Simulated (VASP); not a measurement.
The system is In.

```
CELL_PARAMETERS angstrom
-1.62547 1.62547 2.47370
1.62547 -1.62547 2.47370
1.62547 1.62547 -2.47370
ATOMIC_POSITIONS crystal
In 0.00000 0.00000 0.00000
```

* Program: VASP 6.6.1
* Task: relaxation of cell and atoms
* Functional: PBEsol
* Potentials or basis: VASP PAW PBE potentials, release 64 (In_d)
* Cutoff: 600 eV
* k mesh: 18 × 18 × 18
* Occupations: gaussian, width 0.1 eV
* Spin: no spin polarisation

At the start: pressure -1.0 GPa; volume 26.14 Å³/atom.

Problem. Where does the relaxation end?

Solution. Over 10 steps the energy falls by 2.7 meV/atom and the volume is 25.52 Å³/atom (-2.4 %); space group I4/mmm (No. 139, to 0.05 Å).

Step by step:
| step | energy change (eV) | largest force (eV/Å) | pressure (GPa) | volume (Å³) |
| --- | --- | --- | --- | --- |
| 1 | 0.0000 | 0.0000 | -1.02 | 26.14 |
| 2 | -0.0018 | 0.0000 | 0.05 | 25.52 |
| 3 | -0.0018 | 0.0000 | 0.00 | 25.55 |
| 4 | -0.0018 | 0.0000 | 0.02 | 25.54 |
| 5 | -0.0019 | 0.0000 | 0.03 | 25.53 |
| 6 | -0.0023 | 0.0000 | 0.07 | 25.50 |
| 7 | -0.0027 | 0.0000 | 0.12 | 25.45 |
| 8 | -0.0027 | 0.0000 | 0.12 | 25.45 |
| 9 | -0.0027 | 0.0000 | -0.20 | 25.63 |
| 10 | -0.0027 | 0.0000 | -0.01 | 25.52 |

Final structure:
```
CELL_PARAMETERS angstrom
-1.59773 1.59773 2.49967
1.59773 -1.59773 2.49967
1.59773 1.59773 -2.49967
ATOMIC_POSITIONS crystal
In 0.00000 0.00000 0.00000
```

Caveat: the PAW data sets were made with another functional, which shifts forces and pressure a little.
